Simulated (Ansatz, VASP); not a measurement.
# One calculation of MnO, two programs

File INCAR:

```
PREC = Accurate ; ENCUT = 600
EDIFF = 1E-6 ; ISMEAR = 0
SIGMA = 0.1 ; LREAL = F
LASPH = T ; NELM = 200
ALGO = Normal ; ISIF = 2
LWAVE = F ; LCHARG = F
ISPIN = 2 ; MAGMOM = 4.22 4.22 0.25 0.25
LORBIT = 11 ; LMAXMIX = 4
GGA = PE ; IVDW = 12
NBANDS = 31 ; GGA_COMPAT = F
```

File KPOINTS:

```
Automatic mesh
0
Gamma
  6 6 4
```

File POSCAR:

```
MnO
1.0
    3.3717009293      0.0000000000      0.0000000000
   -1.6858504646      2.9199786587      0.0000000000
    0.0000000000      0.0000000000      5.3855000000
Mn O
2 2
Direct
    0.3333333333      0.6666666667      0.0109600000
    0.6666666667      0.3333333333      0.5109600000
    0.3333333333      0.6666666667      0.3754700000
    0.6666666667      0.3333333333      0.8754700000
```

Input for Ansatz:

```yaml
crystal:
  lattice:
    - [3.3717009293, 0.0, 0.0]
    - [-1.6858504646, 2.9199786587, 0.0]
    - [0.0, 0.0, 5.3855]
  atoms:
    - { symbol: Mn, position: [0.3333333333, 0.6666666667, 0.01096], spin: 4.22 }
    - { symbol: Mn, position: [0.6666666667, 0.3333333333, 0.51096], spin: 4.22 }
    - { symbol: O, position: [0.3333333333, 0.6666666667, 0.37547], spin: 0.25 }
    - { symbol: O, position: [0.6666666667, 0.3333333333, 0.87547], spin: 0.25 }
basis:
  ecutwfc: 420
kpoints:
  mp_grid: { grid: [6, 6, 4] }
hamiltonian:
  xc: pbe
  dispersion: d3bj
scf:
  occupations: { method: gaussian, width: 0.1 }
  lower_state_search: "off"
output:
  forces: true
  stress: true
  eigenvalues: true
  populations: true
magnetization:
  spin_polarized: true
```

Alike in both runs: task single point; functional PBE; dispersion D3(BJ); k mesh 6 × 6 × 4; occupations gaussian, width 0.1 eV; collinear spin.

|  | VASP | Ansatz |
| --- | --- | --- |
| version | VASP 6.6.1 | Ansatz 0.2.0 |
| potentials or method | VASP PAW PBE potentials, release 64 (Mn_pv, O), cutoff 600 eV | scalar-relativistic, plane waves, PAW |
| valence electrons in the cell | 38 | 42 |

|  | VASP | Ansatz | Ansatz less VASP |
| --- | --- | --- | --- |
| gap on the k mesh at the Fermi level (eV) | none | none | - |
| pressure (GPa) | 3.3 | 2.9 | -0.36 |
| traceless stress, the component that is largest in VASP (GPa) | 5.54 | 5.33 | -0.206 |
| rms of the force components (eV/Å) | 0.375 | 0.358 | -0.0176 |
| net moment per atom (μB) | 2.50 | 2.50 | 0.000 |
| size of the moment on the site where the two differ most (μB) | 4.41 | 3.84 | -0.573 |

Site moments also hang on the region over which each program counts them. Atom by atom the forces differ by 0.018 eV/Å (rms over components). A gap of «none» marks a metal or a gap that the smearing closes. VASP's potentials hold 38 valence electrons a cell and Ansatz's 42, so a difference there can come from the potentials and not from the codes.
